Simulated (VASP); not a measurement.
# MgS (Niningerite) (Fm-3m) in VASP: further runs

MgS (Niningerite) is run at these levels: r2SCAN; tasks: single point.

All numbers are computed with VASP 6.6.1; they aren't measurements. Logs are shortened: lines on timing, memory, paths and dates and some standing lists are left out, and cuts for length are marked.

## (1) The cell of the first run

Symmetry: Fm-3m, No. 225, cubic system. Conventional cell: a = 4.986 Å, b = 4.986 Å, c = 4.986 Å, α = 90.00°, β = 90.00°, γ = 90.00°. Mg (site symmetry m-3m) has 6 S at 2.49 Å within 3.3 Å. S (site symmetry m-3m) has 6 Mg at 2.49 Å within 3.3 Å.

## (2) Single point, r2SCAN

Input file POSCAR:

```
MgS
1.0
    0.0000000000      2.4931194942      2.4931194942
    2.4931194942      0.0000000000      2.4931194942
    2.4931194942      2.4931194942      0.0000000000
Mg S
1 1
Direct
    0.0000000000      0.0000000000      0.0000000000
    0.5000000000      0.5000000000      0.5000000000
```

Input file INCAR.step1:

```
SYSTEM = MgS
PREC = Accurate
ENCUT = 520
ISMEAR = 0
SIGMA = 0.01
LREAL = .FALSE.
LASPH = .TRUE.
NELM = 80
NBANDS = 11
GGA = PE
ALGO = Normal
EDIFF = 1E-4
LWAVE = .TRUE.
LCHARG = .FALSE.
```

Input file INCAR.step2:

```
SYSTEM = MgS
PREC = Accurate
ENCUT = 520
EDIFF = 1E-7
ISMEAR = 0
SIGMA = 0.01
LREAL = .FALSE.
LASPH = .TRUE.
NELM = 80
ALGO = Normal
ISIF = 2
LWAVE = .FALSE.
LCHARG = .FALSE.
METAGGA = R2SCAN
LMIXTAU = .TRUE.
NBANDS = 11
ISTART = 1
```

Input file KPOINTS:

```
Automatic mesh
0
G
  6 6 6
  0 0 0
```

Potentials or basis: VASP PAW PBE potentials, release 64 (Mg, S).

On the command line:

```bash
$ cat potpaw_PBE.64/Mg/POTCAR potpaw_PBE.64/S/POTCAR > POTCAR
$ cp INCAR.step1 INCAR
$ mpirun -np 1 vasp_std > vasp.out
$ cp INCAR.step2 INCAR
$ mpirun -np 1 vasp_std > vasp.out
```

OUTCAR:

```text
SYSTEM = MgS
   PREC = Accurate
   ENCUT = 520
   EDIFF = 1E-7
   ISMEAR = 0
   LREAL = .FALSE.
   LASPH = .TRUE.
   NELM = 80
   ISIF = 2
   METAGGA = R2SCAN
   ISTART = 1

 ion  position               nearest neighbor table
   1  0.000  0.000  0.000-   2 2.49   2 2.49   2 2.49   2 2.49   2 2.49   2 2.49
   2  0.500  0.500  0.500-   1 2.49   1 2.49   1 2.49   1 2.49   1 2.49   1 2.49

  LATTYP: Found a face centered cubic cell.
 ALAT       =     4.9862389884

  Lattice vectors:

 A1 = (   0.0000000000,   2.4931194942,   2.4931194942)
 A2 = (   2.4931194942,   0.0000000000,   2.4931194942)
 A3 = (   2.4931194942,   2.4931194942,   0.0000000000)

Analysis of symmetry for initial positions (statically):
=====================================================================
 Subroutine PRICEL returns:
 Original cell was already a primitive cell.

 Routine SETGRP: Setting up the symmetry group for a
 face centered cubic supercell.

 Subroutine GETGRP returns: Found 48 space group operations
 (whereof 48 operations were pure point group operations)
 out of a pool of 48 trial point group operations.

The static configuration has the point symmetry O_h .

Analysis of symmetry for dynamics (positions and initial velocities):
=====================================================================
 Subroutine PRICEL returns:
 Original cell was already a primitive cell.

 Routine SETGRP: Setting up the symmetry group for a
 face centered cubic supercell.

 Subroutine GETGRP returns: Found 48 space group operations
 (whereof 48 operations were pure point group operations)
 out of a pool of 48 trial point group operations.

The dynamic configuration has the point symmetry O_h .

 Subroutine INISYM returns: Found 48 space group operations
 (whereof 48 operations are pure point group operations),
 and found     1 'primitive' translations

----------------------------------------------------------------------------------------

                                     Primitive cell

  volume of cell :      30.9927

  direct lattice vectors                    reciprocal lattice vectors
     0.000000000  2.493119494  2.493119494    -0.200551960  0.200551960  0.200551960
     2.493119494  0.000000000  2.493119494     0.200551960 -0.200551960  0.200551960
     2.493119494  2.493119494  0.000000000     0.200551960  0.200551960 -0.200551960

  length of vectors
     3.525803401  3.525803401  3.525803401     0.347366184  0.347366184  0.347366184

  position of ions in fractional coordinates (direct lattice)
     0.000000000  0.000000000  0.000000000
     0.500000000  0.500000000  0.500000000

  ion indices of the primitive-cell ions
   primitive index   ion index
                 1           1
                 2           2

----------------------------------------------------------------------------------------

 KPOINTS: Automatic mesh

Automatic generation of k-mesh.
 Grid dimensions read from file:
 generate k-points for:    6    6    6

 Generating k-lattice:

  Cartesian coordinates                     Fractional coordinates (reciprocal lattice)
    -0.033425327  0.033425327  0.033425327     0.166666667  0.000000000  0.000000000
     0.033425327 -0.033425327  0.033425327     0.000000000  0.166666667  0.000000000
     0.033425327  0.033425327 -0.033425327     0.000000000  0.000000000  0.166666667

  Length of vectors
     0.057894364  0.057894364  0.057894364

  Shift w.r.t. Gamma in fractional coordinates (k-lattice)
     0.000000000  0.000000000  0.000000000

 Subroutine IBZKPT returns following result:
 ===========================================

 Found     16 irreducible k-points:

 Following reciprocal coordinates:
            Coordinates               Weight
  0.000000  0.000000  0.000000      1.000000
  0.166667  0.000000  0.000000      8.000000
  0.333333  0.000000  0.000000      8.000000
  0.500000  0.000000  0.000000      4.000000
  0.166667  0.166667  0.000000      6.000000
  0.333333  0.166667  0.000000     24.000000
[... 8 lines left out ...]
 -0.333333  0.333333  0.166667     24.000000
 -0.333333  0.500000  0.166667     12.000000
   k-points           NKPTS =     16   k-points in BZ     NKDIM =     16   number of bands    NBANDS=     11
   number of dos      NEDOS =    301   number of ions     NIONS =      2
   total plane-waves  NPLWV =  21952
   dimension x,y,z NGX =    28 NGY =   28 NGZ =   28
   dimension x,y,z NGXF=    56 NGYF=   56 NGZF=   56
   ions per type =               1   1
   NGX,Y,Z   is equivalent  to a cutoff of  13.20, 13.20, 13.20 a.u.
   NGXF,Y,Z  is equivalent  to a cutoff of  26.40, 26.40, 26.40 a.u.
 SYSTEM =  MgS
   PREC   = accura    normal or accurate (medium, high low for compatibility)
   ISTART =      1    job   : 0-new  1-cont  2-samecut
   ICHARG =      0    charge: 1-file 2-atom 10-const
   ISPIN  =      1    spin polarized calculation?
   LNONCOLLINEAR =      F non collinear calculations
   LSORBIT =      F    spin-orbit coupling
   LASPH  =      T    aspherical Exc in radial PAW
   ENCUT  =  520.0 eV  38.22 Ry    6.18 a.u.   6.56  6.56  6.56*2*pi/ulx,y,z
   NELM   =     80;   NELMIN=  2; NELMDL=  0     # of ELM steps
   EDIFF  = 0.1E-06   stopping-criterion for ELM
   LREAL  =      F    real-space projection
   EDIFFG = 0.1E-05   stopping-criterion for IOM
   NSW    =      0    number of steps for IOM
   IBRION =     -1    ionic relax: 0-MD 1-quasi-New 2-CG
   NFREE  =      0    steps in history (QN), initial steepest desc. (CG)
   ISIF   =      2    stress and relaxation
   ISYM   =      2    0-nonsym 1-usesym 2-fastsym
   POTIM  = 0.5000    time-step for ionic-motion
   TEBEG  =    0.0;   TEEND  =   0.0 temperature during run
   PSTRESS=    0.0 pullay stress
   NELECT =       8.0000    total number of electrons
   NUPDOWN=      -1.0000    fix difference up-down
   EMIN   =  10.00;   EMAX   =-10.00  energy-range for DOS
   EFERMI =   0.00;   METHOD = LEGACY
   ISMEAR =     0;   SIGMA  =   0.01  broadening in eV -4-tet -1-fermi 0-gaus
   EFERMI_NEDOS =   21; number of points for ismear=-14 and -15
   IALGO  =     38    algorithm
   IMIX   =      4    mixing-type and parameters
     AMIX     =   0.40;   BMIX     =  1.00
     AMIX_MAG =   1.60;   BMIX_MAG =  1.00
  volume/ion in A,a.u.               =      15.50       104.57
  Fermi-wavevector in a.u.,A,eV,Ry     =   1.042362  1.969778 14.782971  1.086518
  Thomas-Fermi vector in A             =   2.177023
   LORBIT       =      0    0 simple, 1 ext, 2 COOP (PROOUT), +10 PAW based schemes
   METAGGA = R2SCAN    functional components
   LHFCALC =     F    Hartree Fock is set to
   AEXX    =    0.0000 exact exchange contribution
   IVDW    =     0    specifies the selected vdW correction
   LEPSILON=     F    determine dielectric tensor
   LRPA    =     F    only Hartree local field effects (RPA)
 non-spin polarized calculation
 Gauss-broadening in eV      SIGMA  =   0.01
  energy-cutoff  :      520.00
  volume of cell :       30.99
 maximum number of plane-waves:       869
 NGX is ok and might be reduce to    28
   NGX = 13   NGY = 13   NGZ = 13

 number of electron       8.0000001 magnetization

 Free energy of the ion-electron system (eV)
  ---------------------------------------------------
  ext. energy  EPLUGINS =         0.00000000
  ---------------------------------------------------
  free energy    TOTEN  =       -15.36421660 eV

  energy without entropy =      -15.36421660  energy(sigma->0) =      -15.36421660

 E-fermi :   4.7760     XC(G=0): -10.6690

 val. band max:        4.7189935924   @ k =   0.0000   0.0000   0.0000
 cond. band min:       8.4160293002   @ k =   0.5000   0.5000   0.0000
 fundamental gap:      3.6970357078
 Fermi energy:         4.7760358677

 k-point     1 :       0.0000    0.0000    0.0000
  band No.  band energies     occupation
      1      -9.2829      2.00000
      2       4.7190      2.00000
      3       4.7190      2.00000
      4       4.7190      2.00000
      5      10.5000      0.00000
      6      13.1194      0.00000
      7      13.1194      0.00000
      8      13.1194      0.00000
      9      15.7822      0.00000
     10      15.7822      0.00000
     11      18.5913      0.00000

 k-point     2 :       0.1667    0.0000    0.0000
  band No.  band energies     occupation
      1      -8.9530      2.00000
      2       2.9433      2.00000
      3       4.4895      2.00000
      4       4.4895      2.00000
      5      11.1675      0.00000
      6      13.4003      0.00000
      7      13.5286      0.00000
      8      13.5286      0.00000
      9      15.2202      0.00000
     10      15.2202      0.00000
     11      19.2532      0.00000

 k-point     3 :       0.3333    0.0000    0.0000
  band No.  band energies     occupation
      1      -8.1366      2.00000
      2       0.3198      2.00000
      3       4.0987      2.00000
      4       4.0987      2.00000
      5      10.4440      0.00000
      6      12.7837      0.00000
      7      12.7837      0.00000
      8      16.3615      0.00000
      9      17.2872      0.00000
     10      17.2872      0.00000
     11      18.1255      0.00000

 k-point     4 :       0.5000    0.0000    0.0000
  band No.  band energies     occupation
      1      -7.5910      2.00000
      2      -0.9069      2.00000
      3       3.9285      2.00000
      4       3.9285      2.00000
      5      10.1113      0.00000
      6      12.3464      0.00000
      7      12.3464      0.00000
      8      17.3739      0.00000
      9      18.8669      0.00000
     10      20.3252      0.00000
     11      20.3252      0.00000
[... 127 lines left out ...]
 k-point    14 :       0.5000    0.3333    0.1667
  band No.  band energies     occupation
      1      -7.5657      2.00000
      2       0.4618      2.00000
      3       2.0485      2.00000
      4       3.1969      2.00000
      5      11.0908      0.00000
      6      11.8720      0.00000
      7      13.1706      0.00000
      8      16.1980      0.00000
      9      17.6035      0.00000
     10      21.4760      0.00000
     11      22.1687      0.00000

 k-point    15 :      -0.3333    0.3333    0.1667
  band No.  band energies     occupation
      1      -7.1870      2.00000
      2       0.0999      2.00000
      3       1.4498      2.00000
      4       2.7969      2.00000
      5      11.0438      0.00000
      6      12.3579      0.00000
      7      14.5321      0.00000
      8      14.8269      0.00000
      9      18.5408      0.00000
     10      21.1155      0.00000
     11      22.1912      0.00000

 k-point    16 :      -0.3333    0.5000    0.1667
  band No.  band energies     occupation
      1      -7.0469      2.00000
      2       0.2252      2.00000
      3       1.5937      2.00000
      4       2.1287      2.00000
      5      10.1812      0.00000
      6      11.3982      0.00000
      7      15.2337      0.00000
      8      15.8453      0.00000
      9      21.1207      0.00000
     10      22.0196      0.00000
     11      22.1462      0.00000

------------------------ aborting loop because EDIFF is reached ----------------------------------------

  FORCE on cell =-STRESS in cart. coord.  units (eV):
  Direction    XX          YY          ZZ          XY          YZ          ZX
  --------------------------------------------------------------------------------------
  -------------------------------------------------------------------------------------
  Total        2.4528311      2.4528311      2.4528311      0.0000000      0.0000000     -0.0000000
  in kB      126.7999108    126.7999108    126.7999108      0.0000000      0.0000000     -0.0000000
  external PRESSURE =     126.7999108 kB  Pullay stress =       0.0000000 kB

 VOLUME and BASIS-vectors are now :
 -----------------------------------------------------------------------------
  energy-cutoff  :      520.00
  volume of cell :       30.99
      direct lattice vectors                 reciprocal lattice vectors
     0.000000000  2.493119494  2.493119494    -0.200551960  0.200551960  0.200551960
     2.493119494  0.000000000  2.493119494     0.200551960 -0.200551960  0.200551960
     2.493119494  2.493119494  0.000000000     0.200551960  0.200551960 -0.200551960

 POSITION                                       TOTAL-FORCE (eV/Angst)
 -----------------------------------------------------------------------------------
      0.00000      0.00000      0.00000         0.000000      0.000000      0.000000
      2.49312      2.49312      2.49312        -0.000000     -0.000000     -0.000000
 -----------------------------------------------------------------------------------
    total drift:                                0.000000      0.000000      0.000000

  FREE ENERGIE OF THE ION-ELECTRON SYSTEM (eV)
  ---------------------------------------------------
  free  energy   TOTEN  =       -15.3642166015 eV

  energy  without entropy=      -15.3642166015  energy(sigma->0) =      -15.36421660
```

Run time: 19 s. Hardware: 1 thread of Intel Xeon 6975P-C (Granite Rapids), shared host; peak memory 0.15 GiB.

Results:

* Free energy: -15.3642 eV
* Pressure: 12.7 GPa
* Band gap on the k mesh: 3.70 eV, indirect (least direct gap 5.74 eV)

Caveat: the PAW data sets were made with another functional, which shifts forces and pressure a little.

(Part 1 of 2 ends here.)
